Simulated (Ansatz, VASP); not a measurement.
# Au: VASP beside Ansatz

Contents of INCAR:

```
SYSTEM = Au
PREC     = Accurate       ! precision mode
ENCUT    = 520            ! plane-wave cutoff, eV
EDIFF    = 1E-6           ! SCF threshold, eV
ISMEAR   = -1             ! smearing method
SIGMA    = 0.1            ! smearing width, eV
LREAL    = .False.        ! projectors in reciprocal space
LASPH    = .True.         ! aspherical terms in the spheres
NELM     = 80             ! most SCF steps
ALGO     = Normal         ! electronic algorithm
ISIF     = 2              ! what is computed and relaxed
LWAVE    = .False.        ! write WAVECAR
LCHARG   = .False.        ! write CHGCAR
GGA      = PS             ! functional
NBANDS   = 30             ! bands
```

File KPOINTS:

```
regular mesh
0
Gamma
  14 14 4
  0 0 0
```

File POSCAR:

```
Au
1.0
    2.8295335185      0.0000000000      0.0000000000
   -1.4147667592      2.4504479079      0.0000000000
    0.0000000000      0.0000000000      9.4246916240
Au
4
Direct
    0.0000000000      0.0000000000      1.0000000000
    0.0000000000      0.0000000000      0.5000000000
    0.3333333333      0.6666666667      0.2500000000
    0.6666666667      0.3333333333      0.7500000000
```

Input for Ansatz:

```yaml
crystal:
  lattice:
    - [2.8295335185, 0.0, 0.0]
    - [-1.4147667592, 2.4504479079, 0.0]
    - [0.0, 0.0, 9.424691624]
  atoms:
    - { symbol: Au, position: [0.0, 0.0, 1.0] }
    - { symbol: Au, position: [0.0, 0.0, 0.5] }
    - { symbol: Au, position: [0.3333333333, 0.6666666667, 0.25] }
    - { symbol: Au, position: [0.6666666667, 0.3333333333, 0.75] }
hamiltonian:
  xc: pbesol
  pseudopotentials:
    kind: paw
    azcp:
      Au: "pseudopotentials/Au.paw.azcp"
basis:
  ecutwfc: 420
  fft_grid_basis: typed
kpoints:
  mp_grid: { grid: [14, 14, 4], shift: [0, 0, 0] }
magnetization:
  spin_polarized: false
scf:
  occupations: { method: fermi_dirac, width: 0.1 }
  lower_state_search: "off"
output:
  stress: true
```

Alike in both runs: task single point; functional PBEsol; k mesh 14 × 14 × 4; occupations fermi-dirac, width 0.1 eV; no spin polarisation.

|  | VASP | Ansatz |
| --- | --- | --- |
| version | VASP 6.6.1 | Ansatz 0.2.0 |
| potentials or method | VASP PAW PBE potentials, release 64 (Au), cutoff 520 eV | plane waves (420 eV) with PAW, scalar-relativistic |
| valence electrons in the cell | 44 | 76 |

```tsv
	VASP	Ansatz	Ansatz less VASP
pressure (GPa)	7.7	8.1	+0.33
traceless stress, the component that is largest in VASP (GPa)	-0.59	-0.57	+0.017
```

VASP's potentials were made for PBE, not for PBEsol, and Ansatz warns of the same on its side. VASP's potentials hold 44 valence electrons a cell and Ansatz's 76, so a difference there can come from the potentials and not from the codes.

Neither program's run includes spin-orbit coupling.
